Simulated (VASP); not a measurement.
# Cr in VASP: single point with PBEsol

Aim: the single point of Cr with PBEsol.

Everything below comes from runs of VASP 6.6.1. Logs are shortened: lines on timing, memory, paths and dates and some standing lists are left out, and cuts for length are marked.

**1. The cell of the first run**

The cell holds a slab with vacuum, 6 atoms: a = 2.437 Å, b = 2.437 Å, c = 24.950 Å, α = 90.00°, β = 90.00°, γ = 109.47°.

**2. Single point, PBEsol**

Input file INCAR:

```
PREC = Accurate
ENCUT = 520
EDIFF = 1E-7
ISMEAR = 0
SIGMA = 0.1
LREAL = F
LASPH = T
NELM = 60
ALGO = Fast
ISIF = 2
LWAVE = F
LCHARG = T
LDIPOL = T
IDIPOL = 3
DIPOL = 0.5 0.5 0.500
GGA = PS
LELF = T
LVHAR = T
LVACPOTAV = T
NBANDS = 45
```

Input file KPOINTS:

```
Automatic mesh
0
Gamma
  15 15 1
```

Input file POSCAR:

```
Cr
1.0
    2.4371427746      0.0000000000      0.0000000000
   -0.8123809249      2.2977602435      0.0000000000
    0.0000000000      0.0000000000     24.9495937134
Cr
6
Direct
    0.5000000000      0.5000000000      0.3035967686
    0.0000000000      0.0000000000      0.3798811335
    0.5000000000      0.5000000000      0.4600789810
    0.0000000000      0.0000000000      0.5399186937
    0.5000000000      0.5000000000      0.6201195201
    0.0000000000      0.0000000000      0.6964049030
```

Potentials or basis: VASP PAW PBE potentials, release 64 (Cr_pv).

Started as:

```bash
> cat potpaw_PBE.64/Cr_pv/POTCAR > POTCAR
> mpirun -np 1 vasp_std > vasp.out
```

OUTCAR:

```text
PREC = Accurate
   ENCUT = 520
   EDIFF = 1E-7
   ISMEAR = 0
   LREAL = F
   LASPH = T
   NELM = 60
   ISIF = 2
   GGA = PS

 ion  position               nearest neighbor table
   1  0.500  0.500  0.304-   2 2.37   2 2.37   2 2.75   2 2.75
   2  0.000  0.000  0.380-   1 2.37   1 2.37   3 2.45   3 2.45   1 2.75   1 2.75   3 2.82   3 2.82

   3  0.500  0.500  0.460-   4 2.44   4 2.44   2 2.45   2 2.45   4 2.82   4 2.82   2 2.82   2 2.82

   4  0.000  0.000  0.540-   3 2.44   3 2.44   5 2.45   5 2.45   3 2.82   3 2.82   5 2.82   5 2.82

   5  0.500  0.500  0.620-   6 2.37   6 2.37   4 2.45   4 2.45   6 2.75   6 2.75   4 2.82   4 2.82

   6  0.000  0.000  0.696-   5 2.37   5 2.37   5 2.75   5 2.75

  LATTYP: Found a base centered orthorhombic cell.
 ALAT       =     2.8141700739
 B/A-ratio  =     1.4142135624
 C/A-ratio  =     8.8657021638

  Lattice vectors:

 A1 = (   2.4371427746,   0.0000000000,   0.0000000000)
 A2 = (  -0.8123809249,   2.2977602435,   0.0000000000)
 A3 = (   0.0000000000,   0.0000000000,  24.9495937134)

Analysis of symmetry for initial positions (statically):
=====================================================================
 Subroutine PRICEL returns:
 Original cell was already a primitive cell.

 Routine SETGRP: Setting up the symmetry group for a
 base centered orthorhombic supercell.

 Subroutine GETGRP returns: Found  8 space group operations
 (whereof  4 operations were pure point group operations)
 out of a pool of  8 trial point group operations.

The static configuration has the point symmetry C_2v.
 The point group associated with its full space group is D_2h.

Analysis of symmetry for dynamics (positions and initial velocities):
=====================================================================
 Subroutine PRICEL returns:
 Original cell was already a primitive cell.

 Routine SETGRP: Setting up the symmetry group for a
 base centered orthorhombic supercell.

 Subroutine GETGRP returns: Found  8 space group operations
 (whereof  4 operations were pure point group operations)
 out of a pool of  8 trial point group operations.

The dynamic configuration has the point symmetry C_2v.
 The point group associated with its full space group is D_2h.

 Subroutine INISYM returns: Found  8 space group operations
 (whereof  4 operations are pure point group operations),
 and found     1 'primitive' translations

----------------------------------------------------------------------------------------

                                     Primitive cell

  volume of cell :     139.7170

  direct lattice vectors                    reciprocal lattice vectors
     2.437142775  0.000000000  0.000000000     0.410316544  0.145068805  0.000000000
    -0.812380925  2.297760243  0.000000000     0.000000000  0.435206416  0.000000000
     0.000000000  0.000000000 24.949593713     0.000000000  0.000000000  0.040080813

  length of vectors
     2.437142775  2.437142775 24.949593713     0.435206416  0.435206416  0.040080813

  position of ions in fractional coordinates (direct lattice)
     0.500000000  0.500000000  0.303596769
     0.000000000  0.000000000  0.379881133
     0.500000000  0.500000000  0.460078981
     0.000000000  0.000000000  0.539918694
     0.500000000  0.500000000  0.620119520
     0.000000000  0.000000000  0.696404903

  ion indices of the primitive-cell ions
   primitive index   ion index
                 1           1
                 2           2
                 3           3
                 4           4
                 5           5
                 6           6

----------------------------------------------------------------------------------------

 KPOINTS: Automatic mesh

Automatic generation of k-mesh.
 Grid dimensions read from file:
 generate k-points for:   15   15    1

 Generating k-lattice:

  Cartesian coordinates                     Fractional coordinates (reciprocal lattice)
     0.027354436  0.009671254  0.000000000     0.066666667  0.000000000  0.000000000
     0.000000000  0.029013761  0.000000000     0.000000000  0.066666667  0.000000000
     0.000000000  0.000000000  0.040080813     0.000000000  0.000000000  1.000000000

  Length of vectors
     0.029013761  0.029013761  0.040080813

  Shift w.r.t. Gamma in fractional coordinates (k-lattice)
     0.000000000  0.000000000  0.000000000

 Subroutine IBZKPT returns following result:
 ===========================================

 Found     64 irreducible k-points:

 Following reciprocal coordinates:
            Coordinates               Weight
  0.000000  0.000000  0.000000      1.000000
  0.066667 -0.000000  0.000000      4.000000
  0.133333  0.000000  0.000000      4.000000
  0.200000 -0.000000  0.000000      4.000000
  0.266667  0.000000  0.000000      4.000000
  0.333333 -0.000000  0.000000      4.000000
[... 16 lines left out ...]
  0.133333  0.133333  0.000000      2.000000
  0.200000  0.133333  0.000000      4.000000
 [... further k-points ...]
   k-points           NKPTS =     64   k-points in BZ     NKDIM =     64   number of bands    NBANDS=     45
   number of dos      NEDOS =    301   number of ions     NIONS =      6
   total plane-waves  NPLWV =  62208
   dimension x,y,z NGX =    18 NGY =   18 NGZ =  192
   dimension x,y,z NGXF=    36 NGYF=   36 NGZF=  384
   ions per type =               6
   NGX,Y,Z   is equivalent  to a cutoff of  12.28, 12.28, 12.79 a.u.
   NGXF,Y,Z  is equivalent  to a cutoff of  24.56, 24.56, 25.59 a.u.
 SYSTEM =  unknown system
   PREC   = accura    normal or accurate (medium, high low for compatibility)
   ISTART =      0    job   : 0-new  1-cont  2-samecut
   ICHARG =      2    charge: 1-file 2-atom 10-const
   ISPIN  =      1    spin polarized calculation?
   LNONCOLLINEAR =      F non collinear calculations
   LSORBIT =      F    spin-orbit coupling
   LASPH  =      T    aspherical Exc in radial PAW
   ENCUT  =  520.0 eV  38.22 Ry    6.18 a.u.   4.53  4.53 46.39*2*pi/ulx,y,z
   NELM   =     60;   NELMIN=  2; NELMDL= -5     # of ELM steps
   EDIFF  = 0.1E-06   stopping-criterion for ELM
   LREAL  =      F    real-space projection
   EDIFFG = 0.1E-05   stopping-criterion for IOM
   NSW    =      0    number of steps for IOM
   IBRION =     -1    ionic relax: 0-MD 1-quasi-New 2-CG
   NFREE  =      0    steps in history (QN), initial steepest desc. (CG)
   ISIF   =      2    stress and relaxation
   ISYM   =      2    0-nonsym 1-usesym 2-fastsym
   POTIM  = 0.5000    time-step for ionic-motion
   TEBEG  =    0.0;   TEEND  =   0.0 temperature during run
   PSTRESS=    0.0 pullay stress
   NELECT =      72.0000    total number of electrons
   NUPDOWN=      -1.0000    fix difference up-down
   EMIN   =  10.00;   EMAX   =-10.00  energy-range for DOS
   EFERMI =   0.00;   METHOD = LEGACY
   ISMEAR =     0;   SIGMA  =   0.10  broadening in eV -4-tet -1-fermi 0-gaus
   EFERMI_NEDOS =   21; number of points for ismear=-14 and -15
   IALGO  =     68    algorithm
   IMIX   =      4    mixing-type and parameters
     AMIX     =   0.40;   BMIX     =  1.00
     AMIX_MAG =   1.60;   BMIX_MAG =  1.00
  volume/ion in A,a.u.               =      23.29       157.14
  Fermi-wavevector in a.u.,A,eV,Ry     =   1.312510  2.480284 23.438517  1.722682
  Thomas-Fermi vector in A             =   2.442897
   LORBIT       =      0    0 simple, 1 ext, 2 COOP (PROOUT), +10 PAW based schemes
   GGA     = PS    functional components
   LHFCALC =     F    Hartree Fock is set to
   AEXX    =    0.0000 exact exchange contribution
   IVDW    =     0    specifies the selected vdW correction
   LEPSILON=     F    determine dielectric tensor
   LRPA    =     F    only Hartree local field effects (RPA)
 non-spin polarized calculation
 RMM-DIIS sequential band-by-band and
 Gauss-broadening in eV      SIGMA  =   0.10
  energy-cutoff  :      520.00
  volume of cell :      139.72
 maximum number of plane-waves:      3847
 NGX is ok and might be reduce to    18
   NGX =  9   NGY =  9   NGZ = 93

 dipolmoment           0.000000      0.000000     -0.000000 electrons x Angstroem

 number of electron      71.9999953 magnetization

 dipolmoment           0.000000      0.000000      0.000763 electrons x Angstroem

 Free energy of the ion-electron system (eV)
  ---------------------------------------------------
  ext. energy  EPLUGINS =         0.00000000
  ---------------------------------------------------
  free energy    TOTEN  =       -58.95715973 eV

  energy without entropy =      -58.92787980  energy(sigma->0) =      -58.94251977

 E-fermi :   2.9874     XC(G=0):  -7.5454

 val. band max:        2.9860160518   @ k =  -0.2667   0.1333   0.0000
 cond. band min:       2.9876253457   @ k =   0.0667   0.0667   0.0000
 fundamental gap:      0.0016092939
 Fermi energy:         2.9874044192

 k-point     1 :       0.0000    0.0000    0.0000
  band No.  band energies     occupation
      1     -40.5602      2.00000
      2     -40.4346      2.00000
      3     -40.1974      2.00000
      4     -39.9058      2.00000
      5     -39.8873      2.00000
      6     -39.8431      2.00000
[... 37 lines left out ...]
     44       4.1457      0.00000
     45       4.1547      0.00000

 k-point     2 :       0.0667   -0.0000    0.0000
  band No.  band energies     occupation
      1     -40.5470      2.00000
      2     -40.4274      2.00000
      3     -40.2035      2.00000
      4     -39.9418      2.00000
      5     -39.8893      2.00000
      6     -39.8503      2.00000
[... 37 lines left out ...]
     44       3.9942      0.00000
     45       4.1209      0.00000

 k-point     3 :       0.1333    0.0000    0.0000
  band No.  band energies     occupation
      1     -40.5089      2.00000
      2     -40.4088      2.00000
      3     -40.2260      2.00000
      4     -40.0213      2.00000
      5     -39.9219      2.00000
      6     -39.8841      2.00000
[... 997 lines left out ...]
     44       4.2388      0.00000
     45       4.3198      0.00000

 k-point    24 :       0.2000    0.1333    0.0000
  band No.  band energies     occupation
      1     -40.3701      2.00000
      2     -40.3650      2.00000
      3     -40.3213      2.00000
      4     -40.2496      2.00000
      5     -40.0860      2.00000
      6     -39.9863      2.00000
[... 37 lines left out ...]
     44       4.3654      0.00000
     45       4.3923      0.00000

 [... further k-points ...]

------------------------ aborting loop because EDIFF is reached ----------------------------------------

  FORCE on cell =-STRESS in cart. coord.  units (eV):
  Direction    XX          YY          ZZ          XY          YZ          ZX
  --------------------------------------------------------------------------------------
  -------------------------------------------------------------------------------------
  Total       -2.2116730     -2.3059870     -0.2282908     -0.1333802      0.0000000      0.0000000
  in kB      -25.3619317    -26.4434596     -2.6178802     -1.5295114      0.0000000      0.0000000
  external PRESSURE =     -18.1410905 kB  Pullay stress =       0.0000000 kB

 VOLUME and BASIS-vectors are now :
 -----------------------------------------------------------------------------
  energy-cutoff  :      520.00
  volume of cell :      139.72
      direct lattice vectors                 reciprocal lattice vectors
     2.437142775  0.000000000  0.000000000     0.410316544  0.145068805  0.000000000
    -0.812380925  2.297760243  0.000000000     0.000000000  0.435206416  0.000000000
     0.000000000  0.000000000 24.949593713     0.000000000  0.000000000  0.040080813

 POSITION                                       TOTAL-FORCE (eV/Angst)
 -----------------------------------------------------------------------------------
      0.81238      1.14888      7.57462         0.000000      0.000000      0.005382
      0.00000      0.00000      9.47788        -0.000000      0.000000      0.020462
      0.81238      1.14888     11.47878         0.000000      0.000000      0.004337
      0.00000      0.00000     13.47075         0.000000      0.000000     -0.004337
      0.81238      1.14888     15.47173         0.000000      0.000000     -0.020462
      0.00000      0.00000     17.37502        -0.000000      0.000000     -0.005382
 -----------------------------------------------------------------------------------
    total drift:                                0.000000      0.000000      0.218839

  FREE ENERGIE OF THE ION-ELECTRON SYSTEM (eV)
  ---------------------------------------------------
  free  energy   TOTEN  =       -58.9571597274 eV

  energy  without entropy=      -58.9278798037  energy(sigma->0) =      -58.94251977

 vacuum level on the upper side and lower side of the slab         7.913         7.889
```

Wall time 12 min (1 thread of Intel Xeon 6975P-C (Granite Rapids), shared host); peak memory 0.42 GiB.

Results:

```yaml
Free_energy: -58.9572 eV
Largest_force: 0.020 eV/Å
Band_gap_on_the_k_mesh: zero (bands 36 and 37 overlap by 1.52 eV)
```

Forces on the atoms (eV/Å):
```
Cr   0.000  0.000  0.005
Cr   0.000  0.000  0.020
Cr   0.000  0.000  0.004
Cr   0.000  0.000 -0.004
Cr   0.000  0.000 -0.020
Cr   0.000  0.000 -0.005
```

Caveat: the PAW data sets were made with another functional, which shifts forces and pressure a little; the run has no spin polarisation, though such a crystal can be magnetic. Spin polarisation is off, so any magnetic state and its effect on volume and gap are missing.
